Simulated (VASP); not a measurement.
# Re (Fm-3m) in VASP: single point with r2SCAN

Aim: the single point of Re with r2SCAN.

All numbers are computed with VASP 6.6.1; they aren't measurements. Logs are shortened: lines on timing, memory, paths and dates and some standing lists are left out, and cuts for length are marked.

### 1 The cell of the first run

Symmetry: Fm-3m, No. 225, cubic system. The conventional cell has a = 3.893 Å, b = 3.893 Å, c = 3.893 Å, α = 90.00°, β = 90.00°, γ = 90.00°. Re (site symmetry m-3m) has 12 Re at 2.75 Å within 3.6 Å.

This isn't the form of Re at room conditions, which is hcp.

### 2 Single point, r2SCAN

Input file POSCAR:

```
Re
1.0
    0.0000000000      1.9465851468      1.9465851468
    1.9465851468      0.0000000000      1.9465851468
    1.9465851468      1.9465851468      0.0000000000
Re
1
Direct
    0.0000000000      0.0000000000      0.0000000000
```

Input file INCAR.step1:

```
PREC = Accurate ; ENCUT = 520
ISMEAR = -1 ; SIGMA = 0.05
LREAL = False ; LASPH = True
NELM = 100 ; NBANDS = 10
GGA = PE ; ALGO = Normal
EDIFF = 1E-4 ; LWAVE = True
LCHARG = False
```

Input file INCAR.step2:

```
PREC = Accurate ; ENCUT = 520
EDIFF = 1E-7 ; ISMEAR = -1
SIGMA = 0.05 ; LREAL = False
LASPH = True ; NELM = 100
ALGO = Normal ; ISIF = 2
LWAVE = False ; LCHARG = False
METAGGA = R2SCAN ; LMIXTAU = True
NBANDS = 10 ; ISTART = 1
```

Input file KPOINTS:

```
regular mesh
0
Gamma
  14 14 14
```

Potentials or basis: VASP PAW PBE potentials, release 64 (Re).

On the command line:

```sh
$ cat potpaw_PBE.64/Re/POTCAR > POTCAR
$ cp INCAR.step1 INCAR
$ mpirun -np 1 vasp_std > vasp.out
$ cp INCAR.step2 INCAR
$ mpirun -np 1 vasp_std > vasp.out
```

OUTCAR:

```text
PREC = Accurate
   ENCUT = 520
   EDIFF = 1E-7
   ISMEAR = -1
   LREAL = False
   LASPH = True
   NELM = 100
   ISIF = 2
   METAGGA = R2SCAN
   ISTART = 1

 ion  position               nearest neighbor table
   1  0.000  0.000  0.000-

  LATTYP: Found a face centered cubic cell.
 ALAT       =     3.8931702936

  Lattice vectors:

 A1 = (   0.0000000000,   1.9465851468,   1.9465851468)
 A2 = (   1.9465851468,   0.0000000000,   1.9465851468)
 A3 = (   1.9465851468,   1.9465851468,   0.0000000000)

Analysis of symmetry for initial positions (statically):
=====================================================================
 Subroutine PRICEL returns:
 Original cell was already a primitive cell.

 Routine SETGRP: Setting up the symmetry group for a
 face centered cubic supercell.

 Subroutine GETGRP returns: Found 48 space group operations
 (whereof 48 operations were pure point group operations)
 out of a pool of 48 trial point group operations.

The static configuration has the point symmetry O_h .

Analysis of symmetry for dynamics (positions and initial velocities):
=====================================================================
 Subroutine PRICEL returns:
 Original cell was already a primitive cell.

 Routine SETGRP: Setting up the symmetry group for a
 face centered cubic supercell.

 Subroutine GETGRP returns: Found 48 space group operations
 (whereof 48 operations were pure point group operations)
 out of a pool of 48 trial point group operations.

The dynamic configuration has the point symmetry O_h .

 Subroutine INISYM returns: Found 48 space group operations
 (whereof 48 operations are pure point group operations),
 and found     1 'primitive' translations

----------------------------------------------------------------------------------------

                                     Primitive cell

  volume of cell :      14.7520

  direct lattice vectors                    reciprocal lattice vectors
     0.000000000  1.946585147  1.946585147    -0.256860072  0.256860072  0.256860072
     1.946585147  0.000000000  1.946585147     0.256860072 -0.256860072  0.256860072
     1.946585147  1.946585147  0.000000000     0.256860072  0.256860072 -0.256860072

  length of vectors
     2.752887115  2.752887115  2.752887115     0.444894694  0.444894694  0.444894694

  position of ions in fractional coordinates (direct lattice)
     0.000000000  0.000000000  0.000000000

  ion indices of the primitive-cell ions
   primitive index   ion index
                 1           1

----------------------------------------------------------------------------------------

 KPOINTS: regular mesh

Automatic generation of k-mesh.
 Grid dimensions read from file:
 generate k-points for:   14   14   14

 Generating k-lattice:

  Cartesian coordinates                     Fractional coordinates (reciprocal lattice)
    -0.018347148  0.018347148  0.018347148     0.071428571  0.000000000  0.000000000
     0.018347148 -0.018347148  0.018347148     0.000000000  0.071428571  0.000000000
     0.018347148  0.018347148 -0.018347148     0.000000000  0.000000000  0.071428571

  Length of vectors
     0.031778192  0.031778192  0.031778192

  Shift w.r.t. Gamma in fractional coordinates (k-lattice)
     0.000000000  0.000000000  0.000000000

 Subroutine IBZKPT returns following result:
 ===========================================

 Found    104 irreducible k-points:

 Following reciprocal coordinates:
            Coordinates               Weight
  0.000000  0.000000  0.000000      1.000000
  0.071429  0.000000  0.000000      8.000000
  0.142857  0.000000  0.000000      8.000000
  0.214286  0.000000  0.000000      8.000000
  0.285714  0.000000  0.000000      8.000000
  0.357143  0.000000  0.000000      8.000000
[... 16 lines left out ...]
  0.214286  0.142857  0.000000     24.000000
  0.285714  0.142857  0.000000     24.000000
 [... further k-points ...]
   k-points           NKPTS =    104   k-points in BZ     NKDIM =    104   number of bands    NBANDS=     10
   number of dos      NEDOS =    301   number of ions     NIONS =      1
   total plane-waves  NPLWV =   8000
   dimension x,y,z NGX =    20 NGY =   20 NGZ =   20
   dimension x,y,z NGXF=    40 NGYF=   40 NGZF=   40
   ions per type =               1
   NGX,Y,Z   is equivalent  to a cutoff of  12.08, 12.08, 12.08 a.u.
   NGXF,Y,Z  is equivalent  to a cutoff of  24.16, 24.16, 24.16 a.u.
 SYSTEM =  unknown system
   PREC   = accura    normal or accurate (medium, high low for compatibility)
   ISTART =      1    job   : 0-new  1-cont  2-samecut
   ICHARG =      0    charge: 1-file 2-atom 10-const
   ISPIN  =      1    spin polarized calculation?
   LNONCOLLINEAR =      F non collinear calculations
   LSORBIT =      F    spin-orbit coupling
   LASPH  =      T    aspherical Exc in radial PAW
   ENCUT  =  520.0 eV  38.22 Ry    6.18 a.u.   5.12  5.12  5.12*2*pi/ulx,y,z
   NELM   =    100;   NELMIN=  2; NELMDL=  0     # of ELM steps
   EDIFF  = 0.1E-06   stopping-criterion for ELM
   LREAL  =      F    real-space projection
   EDIFFG = 0.1E-05   stopping-criterion for IOM
   NSW    =      0    number of steps for IOM
   IBRION =     -1    ionic relax: 0-MD 1-quasi-New 2-CG
   NFREE  =      0    steps in history (QN), initial steepest desc. (CG)
   ISIF   =      2    stress and relaxation
   ISYM   =      2    0-nonsym 1-usesym 2-fastsym
   POTIM  = 0.5000    time-step for ionic-motion
   TEBEG  =    0.0;   TEEND  =   0.0 temperature during run
   PSTRESS=    0.0 pullay stress
   NELECT =       7.0000    total number of electrons
   NUPDOWN=      -1.0000    fix difference up-down
   EMIN   =  10.00;   EMAX   =-10.00  energy-range for DOS
   EFERMI =   0.00;   METHOD = LEGACY
   ISMEAR =    -1;   SIGMA  =   0.05  broadening in eV -4-tet -1-fermi 0-gaus
   EFERMI_NEDOS =   21; number of points for ismear=-14 and -15
   IALGO  =     38    algorithm
   IMIX   =      4    mixing-type and parameters
     AMIX     =   0.40;   BMIX     =  1.00
     AMIX_MAG =   1.60;   BMIX_MAG =  1.00
  volume/ion in A,a.u.               =      14.75        99.55
  Fermi-wavevector in a.u.,A,eV,Ry     =   1.276902  2.412994 22.183997  1.630478
  Thomas-Fermi vector in A             =   2.409532
   LORBIT       =      0    0 simple, 1 ext, 2 COOP (PROOUT), +10 PAW based schemes
   METAGGA = R2SCAN    functional components
   LHFCALC =     F    Hartree Fock is set to
   AEXX    =    0.0000 exact exchange contribution
   IVDW    =     0    specifies the selected vdW correction
   LEPSILON=     F    determine dielectric tensor
   LRPA    =     F    only Hartree local field effects (RPA)
 non-spin polarized calculation
  energy-cutoff  :      520.00
  volume of cell :       14.75
 maximum number of plane-waves:       411
   NGX = 11   NGY = 11   NGZ = 11

 number of electron       7.0000001 magnetization

 Free energy of the ion-electron system (eV)
  ---------------------------------------------------
  ext. energy  EPLUGINS =         0.00000000
  ---------------------------------------------------
  free energy    TOTEN  =       -52.38943909 eV

  energy without entropy =      -52.38068744  energy(sigma->0) =      -52.38506326

 E-fermi :   7.9563     XC(G=0): -14.9767

 val. band max:        7.9479484889   @ k =  -0.2143   0.2857   0.0714
 cond. band min:       8.0087773577   @ k =  -0.4286   0.2857   0.1429
 fundamental gap:      0.0608288688
 Fermi energy:         7.9562566980

 k-point     1 :       0.0000    0.0000    0.0000
  band No.  band energies     occupation
      1      -2.6773      2.00000
      2       5.9330      2.00000
      3       5.9330      2.00000
      4       5.9330      2.00000
      5       9.3296      0.00000
      6       9.3296      0.00000
      7      22.4583      0.00000
      8      28.5483      0.00000
      9      28.5483      0.00000
     10      28.5483      0.00000

 k-point     2 :       0.0714    0.0000    0.0000
  band No.  band energies     occupation
      1      -2.4301      2.00000
      2       5.7632      2.00000
      3       6.0476      2.00000
      4       6.0476      2.00000
      5       9.2382      0.00000
      6       9.2382      0.00000
      7      22.9373      0.00000
      8      27.3252      0.00000
      9      28.9961      0.00000
     10      28.9961      0.00000

 k-point     3 :       0.1429    0.0000    0.0000
  band No.  band energies     occupation
      1      -1.7347      2.00000
      2       5.3697      2.00000
      3       6.3143      2.00000
      4       6.3143      2.00000
      5       9.0830      0.00000
      6       9.0830      0.00000
      7      24.0764      0.00000
      8      25.5225      0.00000
      9      30.2720      0.00000
     10      30.2720      0.00000

 k-point     4 :       0.2143    0.0000    0.0000
  band No.  band energies     occupation
      1      -0.7563      2.00000
      2       5.0456      2.00000
      3       6.4816      2.00000
      4       6.4816      2.00000
      5       9.1974      0.00000
      6       9.1974      0.00000
      7      23.3071      0.00000
      8      26.0099      0.00000
      9      32.1981      0.00000
     10      32.1981      0.00000
[... 222 lines left out ...]
 k-point    22 :       0.1429    0.1429    0.0000
  band No.  band energies     occupation
      1      -1.4136      2.00000
      2       4.8575      2.00000
      3       6.7246      2.00000
      4       6.7246      2.00000
      5       8.0312      0.36519
      6       9.7502      0.00000
      7      24.8741      0.00000
      8      26.7829      0.00000
      9      29.1452      0.00000
     10      29.1452      0.00000

 k-point    23 :       0.2143    0.1429    0.0000
  band No.  band energies     occupation
      1      -0.6518      2.00000
      2       4.4174      2.00000
      3       6.8421      2.00000
      4       7.0973      2.00000
      5       7.8894      1.58409
      6       9.9805      0.00000
      7      25.6693      0.00000
      8      26.2967      0.00000
      9      29.5086      0.00000
     10      30.0297      0.00000

 k-point    24 :       0.2857    0.1429    0.0000
  band No.  band energies     occupation
      1       0.3110      2.00000
      2       4.1500      2.00000
      3       6.2746      2.00000
      4       7.2436      2.00000
      5       8.7899      0.00000
      6      10.4541      0.00000
      7      24.0925      0.00000
      8      27.3172      0.00000
      9      29.8645      0.00000
     10      30.3451      0.00000

 [... further k-points ...]
[... 5 lines left out ...]
  --------------------------------------------------------------------------------------
  -------------------------------------------------------------------------------------
  Total       -0.0025080     -0.0025080     -0.0025080      0.0000000      0.0000000     -0.0000000
  in kB       -0.2723867     -0.2723867     -0.2723867      0.0000000      0.0000000     -0.0000000
  external PRESSURE =      -0.2723867 kB  Pullay stress =       0.0000000 kB

 VOLUME and BASIS-vectors are now :
 -----------------------------------------------------------------------------
  energy-cutoff  :      520.00
  volume of cell :       14.75
      direct lattice vectors                 reciprocal lattice vectors
     0.000000000  1.946585147  1.946585147    -0.256860072  0.256860072  0.256860072
     1.946585147  0.000000000  1.946585147     0.256860072 -0.256860072  0.256860072
     1.946585147  1.946585147  0.000000000     0.256860072  0.256860072 -0.256860072

 POSITION                                       TOTAL-FORCE (eV/Angst)
 -----------------------------------------------------------------------------------
      0.00000      0.00000      0.00000         0.000000      0.000000      0.000000
 -----------------------------------------------------------------------------------
    total drift:                               -0.000000      0.000000      0.000000

  FREE ENERGIE OF THE ION-ELECTRON SYSTEM (eV)
  ---------------------------------------------------
  free  energy   TOTEN  =       -52.3894390883 eV

  energy  without entropy=      -52.3806874385  energy(sigma->0) =      -52.38506326
```

Run time: 51 s. Hardware: 1 thread of Intel Xeon Platinum 8488C (Sapphire Rapids), shared host; peak memory 0.13 GiB.

What came out:

```yaml
Free_energy: -52.3894 eV
Pressure: 0.0 GPa
Band_gap_on_the_k_mesh: zero (an odd number of electrons rules out a gap without spin polarisation)
```

Levels at points of the mesh, in eV from the Fermi level:
```
           k point  band 1  band 2  band 3  band 4  band 5  band 6  band 7  band 8
(0.00, 0.00, 0.00)  -10.63   -2.02   -2.02   -2.02    1.37    1.37   14.50   20.59
(0.50, 0.00, 0.00)   -7.21   -2.18   -2.18    0.09    3.94    3.94   10.44   14.00
(0.50, 0.50, 0.00)   -7.11   -6.27    2.81    3.95    4.66    4.66   12.87   12.87
```

Caveat: the PAW data sets were made with another functional, which shifts forces and pressure a little; spin-orbit coupling is left out, which moves the levels of the heavy elements.
